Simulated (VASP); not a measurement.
# Al9O in VASP: single point with PBE

Aim: the single point of Al9O with PBE.

Program: VASP 6.6.1. These are calculated values, not measurements. Logs are shortened: lines on timing, memory, paths and dates and some standing lists are left out, and cuts for length are marked.

## (1) The cell of the first run

The cell holds a slab with vacuum, 10 atoms: a = 2.854 Å, b = 2.854 Å, c = 34.261 Å, α = 90.00°, β = 90.00°, γ = 120.00°.

## (2) Single point, PBE

Contents of INCAR:

```
PREC     = Accurate       # precision mode
ENCUT    = 520            # plane-wave cutoff, eV
EDIFF    = 1E-6           # SCF threshold, eV
ISMEAR   = 0              # smearing method
SIGMA    = 0.1            # smearing width, eV
LREAL    = False          # projectors in reciprocal space
LASPH    = True           # aspherical terms in the spheres
NELM     = 100            # most SCF steps
ALGO     = Normal         # electronic algorithm
ISIF     = 2              # what is computed and relaxed
LWAVE    = False          # write WAVECAR
LCHARG   = True           # write CHGCAR
LDIPOL   = True         
IDIPOL   = 3            
DIPOL    = 0.5 0.5 0.420
GGA      = PE             # functional
LELF     = True           # ELF
LVHAR    = True         
LVACPOTAV= True         
NBANDS   = 28             # bands
```

Contents of KPOINTS:

```
Automatic mesh
0
Gamma
  9 9 1
```

Contents of POSCAR:

```
Al9O
1.0
    2.8535431555      0.0000000000      0.0000000000
   -1.4267715777      2.4712408634      0.0000000000
    0.0000000000      0.0000000000     34.2605579378
Al O
9 1
Direct
    0.3333333333      0.6666666667      0.1167523310
    0.0000000000      0.0000000000      0.1852090283
    0.6666666667      0.3333333333      0.2536657256
    0.0000000000      0.0000000000      0.3221224229
    0.3333333333      0.6666666667      0.3899858424
    0.0000000000      0.0000000000      0.4578168570
    0.6666666667      0.3333333333      0.5268325032
    0.0000000000      0.0000000000      0.5950901729
    0.3333333333      0.6666666667      0.6643370484
    0.8333333333      1.0000000000      0.6927499246
```

Potentials or basis: VASP PAW PBE potentials, release 64 (Al, O).

Command:

```sh
cat potpaw_PBE.64/Al/POTCAR potpaw_PBE.64/O/POTCAR > POTCAR
mpirun -np 1 vasp_std > vasp.out
```

OUTCAR:

```text
PREC = Accurate
   ENCUT = 520
   EDIFF = 1E-6
   ISMEAR = 0
   LREAL = False
   LASPH = True
   NELM = 100
   ISIF = 2
   GGA = PE

 ion  position               nearest neighbor table
   1  0.333  0.667  0.117-   2 2.87   2 2.87   2 2.87
   2  0.000  0.000  0.185-   1 2.87   3 2.87   1 2.87   3 2.87   3 2.87   1 2.87
   3  0.667  0.333  0.254-   2 2.87   4 2.87   2 2.87   4 2.87   2 2.87   4 2.87
   4  0.000  0.000  0.322-   5 2.85   5 2.85   5 2.85   3 2.87   3 2.87   3 2.87
   5  0.333  0.667  0.390-   6 2.85   6 2.85   6 2.85   4 2.85   4 2.85   4 2.85
   6  0.000  0.000  0.458-   5 2.85   5 2.85   5 2.85   7 2.88   7 2.88   7 2.88
   7  0.667  0.333  0.527-   8 2.86   8 2.86   8 2.86   6 2.88   6 2.88   6 2.88
   8  0.000  0.000  0.595-   7 2.86   7 2.86   7 2.86   9 2.89   9 2.89   9 2.89
   9  0.333  0.667  0.664-  10 1.59  10 1.97  10 2.29   8 2.89   8 2.89   8 2.89
  10  0.833  0.000  0.693-   9 1.59   9 1.97   9 2.29

  LATTYP: Found a hexagonal cell.
 ALAT       =     2.8535431555
 C/A-ratio  =    12.0063219902

  Lattice vectors:

 A1 = (   2.8535431555,   0.0000000000,   0.0000000000)
 A2 = (  -1.4267715777,   2.4712408634,   0.0000000000)
 A3 = (   0.0000000000,   0.0000000000,  34.2605579378)

Analysis of symmetry for initial positions (statically):
=====================================================================
 Subroutine PRICEL returns:
 Original cell was already a primitive cell.

 Routine SETGRP: Setting up the symmetry group for a
 hexagonal supercell.

 Subroutine GETGRP returns: Found  1 space group operations
 (whereof  1 operations were pure point group operations)
 out of a pool of 24 trial point group operations.

The static configuration has the point symmetry C_1 .

Analysis of symmetry for dynamics (positions and initial velocities):
=====================================================================
 Subroutine PRICEL returns:
 Original cell was already a primitive cell.

 Routine SETGRP: Setting up the symmetry group for a
 hexagonal supercell.

 Subroutine GETGRP returns: Found  1 space group operations
 (whereof  1 operations were pure point group operations)
 out of a pool of 24 trial point group operations.

The dynamic configuration has the point symmetry C_1 .

 Subroutine INISYM returns: Found  1 space group operations
 (whereof  1 operations are pure point group operations),
 and found     1 'primitive' translations

----------------------------------------------------------------------------------------

                                     Primitive cell

  volume of cell :     241.5983

  direct lattice vectors                    reciprocal lattice vectors
     2.853543156  0.000000000  0.000000000     0.350441520  0.202327506  0.000000000
    -1.426771578  2.471240863  0.000000000     0.000000000  0.404655012  0.000000000
     0.000000000  0.000000000 34.260557938     0.000000000  0.000000000  0.029188083

  length of vectors
     2.853543156  2.853543155 34.260557938     0.404655011  0.404655012  0.029188083

  position of ions in fractional coordinates (direct lattice)
     0.333333333  0.666666667  0.116752331
     0.000000000  0.000000000  0.185209028
     0.666666667  0.333333333  0.253665726
     0.000000000  0.000000000  0.322122423
     0.333333333  0.666666667  0.389985842
     0.000000000  0.000000000  0.457816857
     0.666666667  0.333333333  0.526832503
     0.000000000  0.000000000  0.595090173
     0.333333333  0.666666667  0.664337048
     0.833333333  0.000000000  0.692749925

  ion indices of the primitive-cell ions
   primitive index   ion index
                 1           1
                 2           2
                 3           3
                 4           4
                 5           5
                 6           6
                 7           7
                 8           8
                 9           9
                10          10

----------------------------------------------------------------------------------------

 KPOINTS: Automatic mesh

Automatic generation of k-mesh.
 Grid dimensions read from file:
 generate k-points for:    9    9    1

 Generating k-lattice:

  Cartesian coordinates                     Fractional coordinates (reciprocal lattice)
     0.038937947  0.022480834  0.000000000     0.111111111  0.000000000  0.000000000
     0.000000000  0.044961668  0.000000000     0.000000000  0.111111111  0.000000000
     0.000000000  0.000000000  0.029188083     0.000000000  0.000000000  1.000000000

  Length of vectors
     0.044961668  0.044961668  0.029188083

  Shift w.r.t. Gamma in fractional coordinates (k-lattice)
     0.000000000  0.000000000  0.000000000

 Subroutine IBZKPT returns following result:
 ===========================================

 Found     41 irreducible k-points:

 Following reciprocal coordinates:
            Coordinates               Weight
  0.000000  0.000000  0.000000      1.000000
  0.111111  0.000000  0.000000      2.000000
  0.000000  0.111111  0.000000      2.000000
 -0.111111  0.111111  0.000000      2.000000
  0.222222 -0.000000  0.000000      2.000000
  0.000000  0.222222  0.000000      2.000000
[... 16 lines left out ...]
  0.333333  0.111111  0.000000      2.000000
 -0.111111  0.444444  0.000000      2.000000
 [... further k-points ...]
   k-points           NKPTS =     41   k-points in BZ     NKDIM =     41   number of bands    NBANDS=     28
   number of dos      NEDOS =    301   number of ions     NIONS =     10
   total plane-waves  NPLWV = 147456
   dimension x,y,z NGX =    24 NGY =   24 NGZ =  256
   dimension x,y,z NGXF=    48 NGYF=   48 NGZF=  512
   ions per type =               9   1
   NGX,Y,Z   is equivalent  to a cutoff of  13.98, 13.98, 12.42 a.u.
   NGXF,Y,Z  is equivalent  to a cutoff of  27.96, 27.96, 24.84 a.u.
 SYSTEM =  unknown system
   PREC   = accura    normal or accurate (medium, high low for compatibility)
   ISTART =      0    job   : 0-new  1-cont  2-samecut
   ICHARG =      2    charge: 1-file 2-atom 10-const
   ISPIN  =      1    spin polarized calculation?
   LNONCOLLINEAR =      F non collinear calculations
   LSORBIT =      F    spin-orbit coupling
   LASPH  =      T    aspherical Exc in radial PAW
   ENCUT  =  520.0 eV  38.22 Ry    6.18 a.u.   5.31  5.31 63.70*2*pi/ulx,y,z
   NELM   =    100;   NELMIN=  2; NELMDL= -5     # of ELM steps
   EDIFF  = 0.1E-05   stopping-criterion for ELM
   LREAL  =      F    real-space projection
   EDIFFG = 0.1E-04   stopping-criterion for IOM
   NSW    =      0    number of steps for IOM
   IBRION =     -1    ionic relax: 0-MD 1-quasi-New 2-CG
   NFREE  =      0    steps in history (QN), initial steepest desc. (CG)
   ISIF   =      2    stress and relaxation
   ISYM   =      2    0-nonsym 1-usesym 2-fastsym
   POTIM  = 0.5000    time-step for ionic-motion
   TEBEG  =    0.0;   TEEND  =   0.0 temperature during run
   PSTRESS=    0.0 pullay stress
   NELECT =      33.0000    total number of electrons
   NUPDOWN=      -1.0000    fix difference up-down
   EMIN   =  10.00;   EMAX   =-10.00  energy-range for DOS
   EFERMI =   0.00;   METHOD = LEGACY
   ISMEAR =     0;   SIGMA  =   0.10  broadening in eV -4-tet -1-fermi 0-gaus
   EFERMI_NEDOS =   21; number of points for ismear=-14 and -15
   IALGO  =     38    algorithm
   IMIX   =      4    mixing-type and parameters
     AMIX     =   0.40;   BMIX     =  1.00
     AMIX_MAG =   1.60;   BMIX_MAG =  1.00
  volume/ion in A,a.u.               =      24.16       163.04
  Fermi-wavevector in a.u.,A,eV,Ry     =   0.843105  1.593237  9.671368  0.710825
  Thomas-Fermi vector in A             =   1.957919
   LORBIT       =      0    0 simple, 1 ext, 2 COOP (PROOUT), +10 PAW based schemes
   GGA     = PE    functional components
   LHFCALC =     F    Hartree Fock is set to
   AEXX    =    0.0000 exact exchange contribution
   IVDW    =     0    specifies the selected vdW correction
   LEPSILON=     F    determine dielectric tensor
   LRPA    =     F    only Hartree local field effects (RPA)
 non-spin polarized calculation
 Gauss-broadening in eV      SIGMA  =   0.10
  energy-cutoff  :      520.00
  volume of cell :      241.60
 maximum number of plane-waves:      6547
 NGX is ok and might be reduce to    24
   NGX = 11   NGY = 11   NGZ =127

 dipolmoment           0.000000      0.000000     -0.032976 electrons x Angstroem

 number of electron      33.0000002 magnetization

 dipolmoment           0.000000      0.000000      0.129312 electrons x Angstroem

 Free energy of the ion-electron system (eV)
  ---------------------------------------------------
  ext. energy  EPLUGINS =         0.00000000
  ---------------------------------------------------
  free energy    TOTEN  =       -41.01272687 eV

  energy without entropy =      -40.98658223  energy(sigma->0) =      -40.99965455

 E-fermi :   2.8529     XC(G=0):  -6.9936

 val. band max:        2.8513357257   @ k =   0.4444  -0.1111   0.0000
 cond. band min:       2.8558938872   @ k =   0.3333   0.1111   0.0000
 fundamental gap:      0.0045581615
 Fermi energy:         2.8529298042

 k-point     1 :       0.0000    0.0000    0.0000
  band No.  band energies     occupation
      1     -16.4372      2.00000
      2      -8.2043      2.00000
      3      -7.9331      2.00000
      4      -7.5501      2.00000
      5      -6.9556      2.00000
      6      -6.2137      2.00000
[... 20 lines left out ...]
     27      13.6397      0.00000
     28      13.6417      0.00000

 k-point     2 :       0.1111    0.0000    0.0000
  band No.  band energies     occupation
      1     -16.3281      2.00000
      2      -7.9057      2.00000
      3      -7.6357      2.00000
      4      -7.2544      2.00000
      5      -6.6623      2.00000
      6      -5.9244      2.00000
[... 20 lines left out ...]
     27      11.0901      0.00000
     28      11.6340      0.00000

 k-point     3 :       0.0000    0.1111    0.0000
  band No.  band energies     occupation
      1     -16.3283      2.00000
      2      -7.9057      2.00000
      3      -7.6357      2.00000
      4      -7.2544      2.00000
      5      -6.6623      2.00000
      6      -5.9244      2.00000
[... 20 lines left out ...]
     27      11.0796      0.00000
     28      11.6514      0.00000

 k-point     4 :      -0.1111    0.1111    0.0000
  band No.  band energies     occupation
      1     -16.3301      2.00000
      2      -7.9057      2.00000
      3      -7.6356      2.00000
      4      -7.2544      2.00000
      5      -6.6623      2.00000
      6      -5.9245      2.00000
[... 578 lines left out ...]
     27       7.9153      0.00000
     28       8.0779      0.00000

 k-point    23 :       0.3333    0.1111    0.0000
  band No.  band energies     occupation
      1     -15.4856      2.00000
      2      -4.3768      2.00000
      3      -4.1548      2.00000
      4      -3.8590      2.00000
      5      -3.4708      2.00000
      6      -3.0129      2.00000
[... 20 lines left out ...]
     27       6.8529      0.00000
     28       6.9749      0.00000

 k-point    24 :      -0.1111    0.4444    0.0000
  band No.  band energies     occupation
      1     -15.4914      2.00000
      2      -4.3760      2.00000
      3      -4.1478      2.00000
      4      -3.8393      2.00000
      5      -3.4218      2.00000
      6      -2.9745      2.00000
[... 20 lines left out ...]
     27       6.8143      0.00000
     28       7.0032      0.00000

 [... further k-points ...]

------------------------ aborting loop because EDIFF is reached ----------------------------------------

  FORCE on cell =-STRESS in cart. coord.  units (eV):
  Direction    XX          YY          ZZ          XY          YZ          ZX
  --------------------------------------------------------------------------------------
  -------------------------------------------------------------------------------------
  Total        2.4983599      1.3324127      0.6908681      2.1859113      3.4260349      4.0340972
  in kB       16.5680592      8.8359938      4.5815429     14.4960328     22.7200046     26.7524147
  external PRESSURE =       9.9951986 kB  Pullay stress =       0.0000000 kB

 VOLUME and BASIS-vectors are now :
 -----------------------------------------------------------------------------
  energy-cutoff  :      520.00
  volume of cell :      241.60
      direct lattice vectors                 reciprocal lattice vectors
     2.853543156  0.000000000  0.000000000     0.350441520  0.202327506  0.000000000
    -1.426771578  2.471240863  0.000000000     0.000000000  0.404655012  0.000000000
     0.000000000  0.000000000 34.260557938     0.000000000  0.000000000  0.029188083

 POSITION                                       TOTAL-FORCE (eV/Angst)
 -----------------------------------------------------------------------------------
     -0.00000      1.64749      4.00000        -0.002239      0.000289     -0.068698
      0.00000      0.00000      6.34536         0.003184     -0.000972      0.039374
      1.42677      0.82375      8.69073         0.001639      0.000905     -0.046162
      0.00000      0.00000     11.03609        -0.000766      0.000810      0.025904
     -0.00000      1.64749     13.36113         0.005313      0.002192      0.011053
      0.00000      0.00000     15.68506        -0.020746     -0.001236      0.122163
      1.42677      0.82375     18.04958         0.002964     -0.001238     -0.167326
      0.00000      0.00000     20.38812         0.116261     -0.001930      0.062165
     -0.00000      1.64749     22.76056        -4.471206     -3.531654     -0.026602
      2.37795      0.00000     23.73400         4.365597      3.532835      0.048130
 -----------------------------------------------------------------------------------
    total drift:                               -0.000104      0.000058     -0.000721

  FREE ENERGIE OF THE ION-ELECTRON SYSTEM (eV)
  ---------------------------------------------------
  free  energy   TOTEN  =       -41.0127268710 eV

  energy  without entropy=      -40.9865822315  energy(sigma->0) =      -40.99965455

 vacuum level on the upper side and lower side of the slab        10.254         6.936
```

Run time: 25 min. Hardware: 1 thread of AMD EPYC 7R13, shared host; peak memory 0.47 GiB.

What came out:

```
Free energy   : -41.0127 eV
Largest force : 5.698 eV/Å
```

Forces in eV/Å, atoms in the order of the input:
```
Al  -0.002  0.000 -0.069
Al   0.003 -0.001  0.039
Al   0.002  0.001 -0.046
Al  -0.001  0.001  0.026
Al   0.005  0.002  0.011
Al  -0.021 -0.001  0.122
Al   0.003 -0.001 -0.167
Al   0.116 -0.002  0.062
Al  -4.471 -3.532 -0.027
O    4.366  3.533  0.048
```

Caveat: an odd number of electrons without spin polarisation forces a metal; a magnetic or distorted state may lie lower.
